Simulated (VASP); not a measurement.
The system is Mg.

```
Mg
1.0
     0.00000    1.91808    1.91808
     1.91808    0.00000    1.91808
     1.91808    1.91808    0.00000
Mg
1
Direct
  0.00000 0.00000 0.00000
```

This isn't the form of Mg at room conditions, which is hcp.

| Property | Result |
| --- | --- |
| Program | VASP 6.6.1 |
| Task | relaxation of cell and atoms |
| Functional | PBE |
| Potentials or basis | VASP PAW PBE potentials, release 64 (Mg) |
| Cutoff | 600 eV |
| k mesh | 8 × 8 × 8 |
| Occupations | gaussian, width 0.1 eV |
| Spin | no spin polarisation |

At the start: pressure 45.7 GPa; volume 14.11 Å³/atom.

Task: Where does the relaxation end?

Result: Over 4 steps the energy falls by 851.7 meV/atom and the volume is 23.13 Å³/atom (+63.9 %); space group Fm-3m (No. 225, to 0.1 Å) before and after.

The path:
```
step  energy change (eV)  largest force (eV/Å)  pressure (GPa)  volume (Å³)
   1              0.0000                0.0000           45.66        14.11
   2             -0.8480                0.0000           -1.25        24.03
   3             -0.8512                0.0000            0.51        22.79
   4             -0.8517                0.0000           -0.02        23.13
```

Final structure:
```cif
data_structure
_symmetry_space_group_name_H-M 'P 1'
_symmetry_Int_Tables_number 1
_cell_length_a 3.1981
_cell_length_b 3.1981
_cell_length_c 3.1981
_cell_angle_alpha 60.000
_cell_angle_beta 60.000
_cell_angle_gamma 60.000
_cell_volume 23.13
loop_
_atom_site_label
_atom_site_type_symbol
_atom_site_fract_x
_atom_site_fract_y
_atom_site_fract_z
_atom_site_occupancy
Mg1 Mg 0.00000 0.00000 0.00000 1
```

Caveat: the volume moved by over 15 % at a fixed basis, so the end points are rough.
